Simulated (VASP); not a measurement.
MgSnO2, 4 atoms in the cell. The structure is trigonal, space group P-3m1 (No. 164). The conventional cell has a = 3.184 Å, b = 3.184 Å, c = 5.939 Å, α = 90.00°, β = 90.00°, γ = 120.00°. Within 2.9 Å of Mg (site symmetry -3m) lie 6 O at 2.18 Å. Sn (site symmetry -3m) has 6 O at 2.57 Å and 2 Mg at 2.97 Å and 6 Sn at 3.18 Å within 3.4 Å. Within 2.9 Å of O (site symmetry 3m) lie 3 Mg at 2.18 Å and 3 Sn at 2.57 Å. 

```yaml
Program: VASP 6.6.1
Task: single point
Functional: PBE
Potentials_or_basis: VASP PAW PBE potentials, release 64 (Mg, Sn_d, O)
Cutoff: 520 eV
k_mesh: 12 × 12 × 6
Occupations: gaussian, width 0.02 eV
Spin: no spin polarisation
Dipole_correction: no
Further_INCAR_settings: ALGO = Normal; EDIFF = 1e-06; NBANDS = 22
```

Potentials or basis: VASP PAW PBE potentials, release 64 (Mg, Sn_d, O).

Command:

```sh
$ cat potpaw_PBE.64/Mg/POTCAR potpaw_PBE.64/Sn_d/POTCAR potpaw_PBE.64/O/POTCAR > POTCAR
$ mpirun -np 1 vasp_std > vasp.out
```

Hardware: 1 thread of Intel(R) Xeon(R) 6975P-C (Granite Rapids), with other jobs on the host.

Q: How long does it take, and how much memory?

A: Run time: 34 s on 1 thread of Intel(R) Xeon(R) 6975P-C (Granite Rapids), on a shared host, peak memory 0.25 GiB. Counts: scf iterations 14, k points 100.
